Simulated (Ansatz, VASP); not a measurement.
One calculation of CdSe, two programs

```
CELL_PARAMETERS angstrom
3.83580 0.00000 0.00000
-1.91790 3.32190 0.00000
0.00000 0.00000 6.45239
ATOMIC_POSITIONS crystal
Cd 0.00000 0.00000 0.00000
Cd 0.00000 0.00000 0.50000
Se 0.33333 0.66667 0.25000
Se 0.66667 0.33333 0.75000
```

Alike in both runs: task single point; functional PBE; k mesh 10 × 10 × 6; occupations fermi-dirac, width 0.08 eV; no spin polarisation.

```csv
,VASP,Ansatz
version,VASP 6.6.1,Ansatz 0.2.0
potentials or method,"VASP PAW PBE potentials, release 64 (Cd, Se), cutoff 520 eV","all-electron LAPW, scalar-relativistic"
```

|  | VASP | Ansatz | Ansatz less VASP |
| --- | --- | --- | --- |
| pressure (GPa) | 13.7 | 13.0 | -0.66 |

Ansatz ran all-electron here, and VASP with PAW potentials.
